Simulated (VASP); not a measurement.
# CsCu2 (Fm-3m) in VASP: further runs, part 2 of 2

VASP 6.6.1. The steps go on from the part before.

### Step 3. Single point, PBE

This run uses another cell than the first one, of 23.17 Å³/atom.

INCAR

```
  ALGO = Normal
  EDIFF = 1E-6
  ENCUT = 520
  GGA = PE
  ISIF = 2
  ISMEAR = 0
  LASPH = True
  LCHARG = True
  LELF = True
  LREAL = False
  LVHAR = True
  LWAVE = False
  NBANDS = 22
  NELM = 80
  PREC = Accurate
  SIGMA = 0.1
```

KPOINTS

```
k-points
0
Gamma
  6 6 6
```

POSCAR

```
CsCu2
1.0
    0.0000000000      3.2635554252      3.2635554252
    3.2635554252      0.0000000000      3.2635554252
    3.2635554252      3.2635554252      0.0000000000
Cs Cu
1 2
Direct
    0.0000000000      0.0000000000      0.0000000000
    0.2500000000      0.2500000000      0.2500000000
    0.7500000000      0.7500000000      0.7500000000
```

Potentials or basis: VASP PAW PBE potentials, release 64 (Cs_sv, Cu).

Run with:

```console
$ cat potpaw_PBE.64/Cs_sv/POTCAR potpaw_PBE.64/Cu/POTCAR > POTCAR
$ mpirun -np 1 vasp_std > vasp.out
```

OUTCAR:

```text
EDIFF = 1E-6
   ENCUT = 520
   GGA = PE
   ISIF = 2
   ISMEAR = 0
   LASPH = True
   LREAL = False
   NELM = 80
   PREC = Accurate

 ion  position               nearest neighbor table
   1  0.000  0.000  0.000-   3 2.83   3 2.83   3 2.83   2 2.83   3 2.83   2 2.83   2 2.83   2 2.83

   2  0.250  0.250  0.250-   1 2.83   1 2.83   1 2.83   1 2.83
   3  0.750  0.750  0.750-   1 2.83   1 2.83   1 2.83   1 2.83

  LATTYP: Found a face centered cubic cell.
 ALAT       =     6.5271108504

  Lattice vectors:

 A1 = (   0.0000000000,   3.2635554252,   3.2635554252)
 A2 = (   3.2635554252,   0.0000000000,   3.2635554252)
 A3 = (   3.2635554252,   3.2635554252,   0.0000000000)

Analysis of symmetry for initial positions (statically):
=====================================================================
 Subroutine PRICEL returns:
 Original cell was already a primitive cell.

 Routine SETGRP: Setting up the symmetry group for a
 face centered cubic supercell.

 Subroutine GETGRP returns: Found 48 space group operations
 (whereof 48 operations were pure point group operations)
 out of a pool of 48 trial point group operations.

The static configuration has the point symmetry O_h .

Analysis of symmetry for dynamics (positions and initial velocities):
=====================================================================
 Subroutine PRICEL returns:
 Original cell was already a primitive cell.

 Routine SETGRP: Setting up the symmetry group for a
 face centered cubic supercell.

 Subroutine GETGRP returns: Found 48 space group operations
 (whereof 48 operations were pure point group operations)
 out of a pool of 48 trial point group operations.

[... 105 lines left out ...]
   NUPDOWN=      -1.0000    fix difference up-down
   EMIN   =  10.00;   EMAX   =-10.00  energy-range for DOS
   EFERMI =   0.00;   METHOD = LEGACY
   ISMEAR =     0;   SIGMA  =   0.10  broadening in eV -4-tet -1-fermi 0-gaus
   EFERMI_NEDOS =   21; number of points for ismear=-14 and -15
   IALGO  =     38    algorithm
   IMIX   =      4    mixing-type and parameters
     AMIX     =   0.40;   BMIX     =  1.00
     AMIX_MAG =   1.60;   BMIX_MAG =  1.00
  volume/ion in A,a.u.               =      23.17       156.38
  Fermi-wavevector in a.u.,A,eV,Ry     =   1.250723  2.363523 21.283696  1.564308
  Thomas-Fermi vector in A             =   2.384704
   LORBIT       =      0    0 simple, 1 ext, 2 COOP (PROOUT), +10 PAW based schemes
   GGA     = PE    functional components
   LHFCALC =     F    Hartree Fock is set to
   AEXX    =    0.0000 exact exchange contribution
   IVDW    =     0    specifies the selected vdW correction
   LEPSILON=     F    determine dielectric tensor
   LRPA    =     F    only Hartree local field effects (RPA)
 non-spin polarized calculation
 Gauss-broadening in eV      SIGMA  =   0.10
  energy-cutoff  :      520.00
  volume of cell :       69.52
 maximum number of plane-waves:      1895
 NGX is ok and might be reduce to    36
   NGX = 17   NGY = 17   NGZ = 17

 number of electron      30.9999998 magnetization

 Free energy of the ion-electron system (eV)
  ---------------------------------------------------
  ext. energy  EPLUGINS =         0.00000000
  ---------------------------------------------------
  free energy    TOTEN  =        -3.16859263 eV

  energy without entropy =       -3.15849991  energy(sigma->0) =       -3.16354627

 E-fermi :   4.2588     XC(G=0):  -9.9247

 val. band max:        4.2005368022   @ k =   0.1667   0.1667   0.0000
 cond. band min:       4.2611348266   @ k =   0.3333   0.0000   0.0000
 fundamental gap:      0.0605980243
 Fermi energy:         4.2588197215

 k-point     1 :       0.0000    0.0000    0.0000
  band No.  band energies     occupation
      1     -18.2869      2.00000
      2      -5.2448      2.00000
      3      -5.2448      2.00000
      4      -5.2448      2.00000
      5       0.0573      2.00000
      6       0.8336      2.00000
[... 389 lines left out ...]
     21      10.2006      0.00000
     22      10.9879      0.00000

------------------------ aborting loop because EDIFF is reached ----------------------------------------

  FORCE on cell =-STRESS in cart. coord.  units (eV):
  Direction    XX          YY          ZZ          XY          YZ          ZX
  --------------------------------------------------------------------------------------
  -------------------------------------------------------------------------------------
  Total        4.8902946      4.8902946      4.8902946     -0.0000000     -0.0000000      0.0000000
  in kB      112.7048568    112.7048568    112.7048568     -0.0000000     -0.0000000      0.0000000
  external PRESSURE =     112.7048568 kB  Pullay stress =       0.0000000 kB

 VOLUME and BASIS-vectors are now :
 -----------------------------------------------------------------------------
  energy-cutoff  :      520.00
  volume of cell :       69.52
      direct lattice vectors                 reciprocal lattice vectors
     0.000000000  3.263555425  3.263555425    -0.153207142  0.153207142  0.153207142
     3.263555425  0.000000000  3.263555425     0.153207142 -0.153207142  0.153207142
     3.263555425  3.263555425  0.000000000     0.153207142  0.153207142 -0.153207142

 POSITION                                       TOTAL-FORCE (eV/Angst)
 -----------------------------------------------------------------------------------
      0.00000      0.00000      0.00000         0.000000      0.000000      0.000000
      1.63178      1.63178      1.63178         0.000000      0.000000     -0.000000
      4.89533      4.89533      4.89533        -0.000000     -0.000000      0.000000
 -----------------------------------------------------------------------------------
    total drift:                                0.000000      0.000000      0.000000

  FREE ENERGIE OF THE ION-ELECTRON SYSTEM (eV)
  ---------------------------------------------------
  free  energy   TOTEN  =        -3.1685926333 eV

  energy  without entropy=       -3.1584999118  energy(sigma->0) =       -3.16354627
```

stdout:

```text
POSCAR found type information on POSCAR CsCu
 POSCAR found :  2 types and       3 ions
 scaLAPACK will be used
 LDA part: xc-table for (Slater+PW92), standard interpolation
 POSCAR, INCAR and KPOINTS ok, starting setup
 FFT: planning ... GRIDC
 FFT: planning ... GRID_SOFT
 FFT: planning ... GRID
 WAVECAR not read
 entering main loop
```

It took 51 s on 1 thread of Intel Xeon 8259CL, shared host; peak memory 0.21 GiB.

Results:

* Free energy: -3.1686 eV
* Pressure: 11.3 GPa
* Band gap on the k mesh: zero (an odd number of electrons rules out a gap without spin polarisation)

Caveat: the cell stands under pressure; spin-orbit coupling is left out, which moves the levels of the heavy elements.

The gap in the log of VASP goes by the Fermi energy; the results here count the filled bands.